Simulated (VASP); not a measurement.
NbAs (CsCl type), 2 atoms in the cell. The structure is cubic, space group Pm-3m (No. 221). The conventional cell has a = 3.181 Å, b = 3.181 Å, c = 3.181 Å, α = 90.00°, β = 90.00°, γ = 90.00°. Nb (site symmetry m-3m) has 8 As at 2.75 Å and 6 Nb at 3.18 Å within 3.6 Å. Within 3.6 Å of As (site symmetry m-3m) lie 8 Nb at 2.75 Å and 6 As at 3.18 Å. 

- Program: VASP 6.6.1
- Task: single point
- Functional: PBEsol
- Potentials or basis: VASP PAW PBE potentials, release 64 (Nb_sv, As)
- Cutoff: 500 eV
- k mesh: 13 × 13 × 13
- Occupations: fermi-dirac, width 0.1 eV
- Spin: no spin polarisation
- Dipole correction: no
- Further INCAR settings: ALGO = Normal; EDIFF = 1e-06; NBANDS = 16

Potentials or basis: VASP PAW PBE potentials, release 64 (Nb_sv, As).

Launch:

```sh
$ cat potpaw_PBE.64/Nb_sv/POTCAR potpaw_PBE.64/As/POTCAR > POTCAR
$ mpirun -np 1 vasp_std > vasp.out
```

Hardware: 1 thread of Intel(R) Xeon(R) Platinum 8488C (Sapphire Rapids), on a shared host.

Problem. Estimate the wall time of this run.

Solution. Run time: 14 s on 1 thread of Intel(R) Xeon(R) Platinum 8488C (Sapphire Rapids), on a shared host, peak memory 0.16 GiB. Counts: scf iterations 12, k points 84.
